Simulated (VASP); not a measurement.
Here is a VASP 6.6.1 calculation.

Contents of INCAR:

```
SYSTEM = CoH3
ALGO = Normal ; EDIFF = 1E-6
ENCUT = 520 ; GGA = PE
ISIF = 2 ; ISMEAR = 0
ISPIN = 2 ; LASPH = .True.
LCHARG = .True. ; LELF = .True.
LMAXMIX = 4 ; LORBIT = 11
LREAL = .False. ; LVHAR = .True.
LWAVE = .False. ; MAGMOM = 3 3 0 0 0 0 0 0
NBANDS = 26 ; NELM = 150
PREC = Accurate ; SIGMA = 0.15
```

Contents of KPOINTS:

```
k-points
0
Gamma
  4 4 3
  0 0 0
```

Contents of POSCAR:

```
CoH3
1.0
    4.2524873896      0.0000000000      0.0000000000
   -2.1262436948      3.6827621087      0.0000000000
    0.0000000000      0.0000000000      3.0753681753
Co H
2 6
Direct
    0.3333333333      0.6666666667      0.5000000000
    0.6666666667      0.3333333333      0.5000000000
    0.5000000000      0.0000000000      0.0000000000
    0.0000000000      0.5000000000      0.0000000000
    0.5000000000      0.5000000000      0.0000000000
    0.3333333333      0.6666666667      0.0000000000
    0.6666666667      0.3333333333      0.0000000000
    0.0000000000      0.0000000000      0.5000000000
```

Potentials or basis: VASP PAW PBE potentials, release 64 (Co, H).

Launch:

```sh
$ cat potpaw_PBE.64/Co/POTCAR potpaw_PBE.64/H/POTCAR > POTCAR
$ mpirun -np 1 vasp_std > vasp.out
```

Question: What does it give for the net moment?

Answer: 2.00 μB per cell.

Question: Predict the site moments.

Answer: Co +1.02; H -0.00, +0.00 μB.

Stress tensor (GPa, compression positive):
```
-0.07  0.00  0.00
 0.00 -0.07  0.00
 0.00  0.00  0.37
```

Caveat: the k points lie up to 0.68 Å⁻¹ apart.
